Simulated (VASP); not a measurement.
Input of a VASP 6.6.1 run:

The input INCAR:

```
SYSTEM = P
PREC = Accurate
ENCUT = 520
EDIFF = 1E-6
ISMEAR = -1
SIGMA = 0.06122561905347299
LREAL = .False.
LASPH = .True.
NELM = 80
ALGO = Normal
ISIF = 2
LWAVE = .False.
LCHARG = .False.
GGA = PE
NBANDS = 8
```

File KPOINTS:

```
Automatic mesh
0
Gamma
  44 44 44
  0 0 0
```

Contents of POSCAR:

```
P
1.0
    2.4605889264      0.0000000000      0.0000000000
    0.0000000000      2.4605889264      0.0000000000
    0.0000000000      0.0000000000      2.4605889264
P
1
Direct
    0.0000000000      0.0000000000      0.0000000000
```

Potentials or basis: VASP PAW PBE potentials, release 64 (P).

Launch:

```bash
$ cat potpaw_PBE.64/P/POTCAR > POTCAR
$ mpirun -np 1 vasp_std > vasp.out
```

Question: Estimate the band gap on the k mesh.

Answer: Zero (an odd number of electrons rules out a gap without spin polarisation).

Question: Predict the pressure.

Answer: -2.0 GPa.

Caveat: an odd number of electrons without spin polarisation forces a metal; a magnetic or distorted state may lie lower.
